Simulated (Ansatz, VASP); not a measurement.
## One calculation of Re, two programs

File INCAR:

```
SYSTEM = Re
PREC = Accurate
ENCUT = 520
EDIFF = 1E-6
ISMEAR = 0
SIGMA = 0.15
LREAL = .FALSE.
LASPH = .TRUE.
NELM = 60
ALGO = Fast
ISIF = 2
LWAVE = .FALSE.
LCHARG = .FALSE.
GGA = PE
NBANDS = 10
```

Contents of KPOINTS:

```
Automatic mesh
0
G
  10 10 10
  0 0 0
```

The input POSCAR:

```
Re
1.0
    0.0000000000      2.2076187092      1.5395932878
    2.2076187092      0.0000000000      1.5395932878
    2.2076187092      2.2076187092      0.0000000000
Re
1
Direct
    0.0000000000      0.0000000000      0.0000000000
```

Input for Ansatz:

```yaml
crystal:
  lattice:
    - [0.0, 2.2076187092, 1.5395932878]
    - [2.2076187092, 0.0, 1.5395932878]
    - [2.2076187092, 2.2076187092, 0.0]
  atoms:
    - { symbol: Re, position: [0.0, 0.0, 0.0] }
basis:
  ecutwfc: 420
kpoints:
  mp_grid: { grid: [10, 10, 10] }
hamiltonian:
  xc: pbe
scf:
  occupations: { method: gaussian, width: 0.15 }
output:
  forces: true
  stress: true
  eigenvalues: true
```

Alike in both runs: task single point; functional PBE; k mesh 10 × 10 × 10; occupations gaussian, width 0.15 eV; no spin polarisation.

```csv
,VASP,Ansatz
version,VASP 6.6.1,Ansatz 0.2.0
potentials or method,"VASP PAW PBE potentials, release 64 (Re), cutoff 520 eV","scalar-relativistic, plane waves, PAW"
valence electrons in the cell,7,15
```

VASP gave:

```
gap on the k mesh at the Fermi level (eV)                     : none
pressure (GPa)                                                : 1.4
traceless stress, the component that is largest in VASP (GPa) : -0.37
```

What did Ansatz give for the same quantities?

gap on the k mesh at the Fermi level (eV): none; pressure (GPa): 1.9; traceless stress, the component that is largest in VASP (GPa): -0.32.

A gap of «none» marks a metal or a gap that the smearing closes. With one functional, cell and mesh, what is left measures potentials, basis and numerics. VASP's potentials hold 7 valence electrons a cell and Ansatz's 15, so a difference there can come from the potentials and not from the codes.

Spin-orbit coupling is off throughout.
